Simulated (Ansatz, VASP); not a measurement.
# Tl in VASP and in Ansatz

```
Tl
1.0
     3.59424    0.00000    0.00000
    -1.79712    3.11270    0.00000
     0.00000    0.00000    5.52500
Tl
2
Direct
  0.66667 0.33333 0.75000
  0.33333 0.66667 0.25000
```

Alike in both runs: functional PBEsol; k mesh 7 × 7 × 4; occupations fermi-dirac, width 0.05 eV; no spin polarisation.

|  | VASP | Ansatz |
| --- | --- | --- |
| version | VASP 6.6.1 | Ansatz 0.2.0 |
| potentials or method | VASP PAW PBE potentials, release 64 (Tl_d) | Ansatz PAW |
| plane-wave cutoff (eV) | 520 | 420 |
| valence electrons in the cell | 26 | 26 |
| task | single point | band structure |

|  | VASP | Ansatz | Ansatz less VASP |
| --- | --- | --- | --- |
| gap on the k mesh at the Fermi level (eV) | none | none | - |
| pressure (GPa) | -2.2 | -2.2 | +0.06 |
| traceless stress, the component that is largest in VASP (GPa) | -1.22 | -1.23 | -0.001 |

VASP's potentials were made for PBE, not for PBEsol. A gap of «none» marks a metal or a gap that the smearing closes.

Neither program's run includes spin-orbit coupling.
